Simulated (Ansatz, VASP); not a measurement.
## One calculation of KI, two programs

Contents of POSCAR:

```
KI
1.0
    0.0000000000      3.6020626887      3.6020626887
    3.6020626887      0.0000000000      3.6020626887
    3.6020626887      3.6020626887      0.0000000000
I K
1 1
Direct
    0.5000000000      0.5000000000      0.5000000000
    0.0000000000      0.0000000000      0.0000000000
```

INCAR.step1

```
  ALGO = Normal
  EDIFF = 1E-5
  ENCUT = 520
  GGA = PE
  ISIF = 2
  ISMEAR = -1
  LASPH = T
  LCHARG = F
  LREAL = F
  LWAVE = T
  NBANDS = 15
  NELM = 100
  PREC = Accurate
  SIGMA = 0.05
```

INCAR.step2

```
  ALGO = Normal
  EDIFF = 1E-6
  ENCUT = 520
  GGA = PE
  HFSCREEN = 0.2079
  ISIF = 2
  ISMEAR = -1
  ISTART = 1
  LASPH = T
  LCHARG = F
  LHFCALC = T
  LREAL = F
  LWAVE = F
  NBANDS = 15
  NELM = 100
  PREC = Accurate
  PRECFOCK = Normal
  SIGMA = 0.05
```

File KPOINTS:

```
k-points
0
Gamma
  4 4 4
```

Contents of input:

```
crystal:
  lattice:
    - [0.0, 3.6020626887, 3.6020626887]
    - [3.6020626887, 0.0, 3.6020626887]
    - [3.6020626887, 3.6020626887, 0.0]
  atoms:
    - { symbol: I, position: [0.5, 0.5, 0.5] }
    - { symbol: K, position: [0.0, 0.0, 0.0] }
hamiltonian:
  xc: hse06
  pseudopotentials: { kind: paw }
kpoints:
  mp_grid: { grid: [4, 4, 4] }
scf:
  occupations: { method: fermi_dirac, width: 0.05 }
output:
  forces: true
  stress: true
  eigenvalues: true
```

Alike in both runs: task single point; functional HSE06; k mesh 4 × 4 × 4; occupations fermi-dirac, width 0.05 eV; no spin polarisation.

|  | VASP | Ansatz |
| --- | --- | --- |
| version | VASP 6.6.1 | Ansatz 0.2.0 |
| potentials or method | VASP PAW PBE potentials, release 64 (I, K_sv) | Ansatz PAW |
| plane-wave cutoff (eV) | 520 | 420 |
| valence electrons in the cell | 16 | 26 |

```tsv
	VASP	Ansatz	Ansatz less VASP
gap on the k mesh at the Fermi level (eV)	4.81	4.82	+0.009
least direct gap on the mesh (eV)	4.81	4.82	+0.009
pressure (GPa)	-0.3	-0.3	0.00
```

The functional is the same, so the differences come from potentials, cutoffs and numerics. VASP's potentials hold 16 valence electrons a cell and Ansatz's 26, so a difference there can come from the potentials and not from the codes.

Neither program's run includes spin-orbit coupling.
